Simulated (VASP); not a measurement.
TaSi2: single point with r2SCAN

Crystal: TaSi2.

```xyz
9
Lattice="4.7839 0.0000 0.0000 -2.3920 4.1430 0.0000 0.0000 0.0000 6.5700" Properties=species:S:1:pos:R:3 pbc="T T T"
Ta   -1.1960    2.0715    2.1900
Ta    1.1960    2.0715    4.3800
Ta    2.3920    0.0000    0.0000
Si    1.1407    0.6586    2.1900
Si   -1.2512    3.4844    4.3800
Si    2.3920    2.8258    0.0000
Si    1.2512    3.4844    2.1900
Si    3.6432    0.6586    4.3800
Si    0.0000    1.3172    0.0000
```

| Item | Value |
| --- | --- |
| Program | VASP 6.6.1 |
| Task | single point |
| Functional | r2SCAN |
| Potentials or basis | VASP PAW PBE potentials, release 64 (Ta_pv, Si) |
| Cutoff | 520 eV |
| k mesh | 7 × 7 × 4 |
| Occupations | fermi-dirac, width 0.05 eV |
| Spin | no spin polarisation |
| Dipole correction | no |
| Further INCAR settings | ALGO = Normal; EDIFF = 1e-06; NBANDS = 38 |

```json
{
  "Pressure": "-0.6 GPa",
  "Largest force": "0.041 eV/Å",
  "Band gap on the k mesh": "zero (an odd number of electrons rules out a gap without spin polarisation)"
}
```

Forces on the atoms (eV/Å):
```
Ta   0.000  0.000  0.000
Ta   0.000  0.000  0.000
Ta   0.000  0.000  0.000
Si  -0.036 -0.021  0.000
Si  -0.036  0.021  0.000
Si   0.000  0.041  0.000
Si   0.036  0.021  0.000
Si   0.036 -0.021  0.000
Si   0.000 -0.041  0.000
```

Stress tensor (GPa, compression positive):
```
-0.74  0.00  0.00
 0.00 -0.74  0.00
 0.00  0.00 -0.28
```

Levels at points of the mesh, in eV from the Fermi level:
| k point | band 26 | band 27 | band 28 | band 29 | band 30 | band 31 | band 32 | band 33 |
| --- | --- | --- | --- | --- | --- | --- | --- | --- |
| (0.00, 0.00, 0.00) | -2.64 | -2.35 | -2.35 | -1.71 | 0.85 | 3.23 | 3.23 | 3.76 |
| (0.00, 0.00, 0.50) | -2.26 | -2.01 | -2.01 | 1.24 | 1.24 | 2.83 | 2.83 | 3.70 |

It took 8.1 min on 1 thread of Intel Xeon 8259CL, with other jobs on the host, peak memory 0.31 GiB.

Caveat: the PAW data sets were made with another functional, which shifts forces and pressure a little; spin-orbit coupling is left out, which moves the levels of the heavy elements.
